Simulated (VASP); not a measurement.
Set up this calculation in VASP 6.6.1, as the native input.

```yaml
Task: single point
Functional: r2SCAN
Potentials_or_basis: VASP PAW PBE potentials, release 64 (Cs_sv, Pb_d, Cl)
Cutoff: 520 eV
k_mesh: 4 × 4 × 4
Occupations: gaussian, width 0.01 eV
Spin: no spin polarisation
Dipole_correction: no
Further_INCAR_settings: ALGO = Normal; EDIFF = 1e-07; NBANDS = 30
```

Crystal: CsPbCl3.

```
CELL_PARAMETERS angstrom
4.05387 2.34050 3.30977
-4.05387 2.34050 3.30977
0.00000 -4.68100 3.30977
ATOMIC_POSITIONS crystal
Cs 0.50000 0.50000 0.50000
Pb 0.00000 0.00000 0.00000
Cl 0.50000 0.00005 0.99995
Cl 0.00005 0.99995 0.50000
Cl 0.99995 0.50000 0.00005
```

These files were run (other wordings do the same):

POSCAR

```
CsPbCl3
1.0
    4.0538687886      2.3405022363      3.3097690023
   -4.0538687886      2.3405022363      3.3097690023
    0.0000000000     -4.6810044727      3.3097690023
Cs Pb Cl
1 1 3
Direct
    0.5000000000      0.5000000000      0.5000000000
    0.0000000000      0.0000000000      0.0000000000
    0.5000000000      0.0000514085      0.9999485915
    0.0000514085      0.9999485915      0.5000000000
    0.9999485915      0.5000000000      0.0000514085
```

INCAR.step1

```
SYSTEM = CsPbCl3
  ALGO = Normal
  EDIFF = 1E-4
  ENCUT = 520
  GGA = PE
  ISMEAR = 0
  LASPH = .True.
  LCHARG = .False.
  LREAL = .False.
  LWAVE = .True.
  NBANDS = 30
  NELM = 80
  PREC = Accurate
  SIGMA = 0.01
```

INCAR.step2

```
SYSTEM = CsPbCl3
  ALGO = Normal
  EDIFF = 1E-7
  ENCUT = 520
  ISIF = 2
  ISMEAR = 0
  ISTART = 1
  LASPH = .True.
  LCHARG = .False.
  LMIXTAU = .True.
  LREAL = .False.
  LWAVE = .False.
  METAGGA = R2SCAN
  NBANDS = 30
  NELM = 80
  PREC = Accurate
  SIGMA = 0.01
```

KPOINTS

```
k-points
0
Gamma
  4 4 4
  0 0 0
```

Potentials or basis: VASP PAW PBE potentials, release 64 (Cs_sv, Pb_d, Cl).

Command:

```sh
$ cat potpaw_PBE.64/Cs_sv/POTCAR potpaw_PBE.64/Pb_d/POTCAR potpaw_PBE.64/Cl/POTCAR > POTCAR
$ cp INCAR.step1 INCAR
$ mpirun -np 1 vasp_std > vasp.out
$ cp INCAR.step2 INCAR
$ mpirun -np 1 vasp_std > vasp.out
```

Results of the run:

The pressure is -0.7 GPa. The band gap on the k mesh is 2.60 eV.

Caveat: the PAW data sets were made with another functional, which shifts forces and pressure a little; spin-orbit coupling is left out, which moves the levels of the heavy elements.

Wall time 2.8 min on 1 thread of Intel(R) Xeon(R) 6975P-C (Granite Rapids) (shared host), peak memory 0.4 GiB.
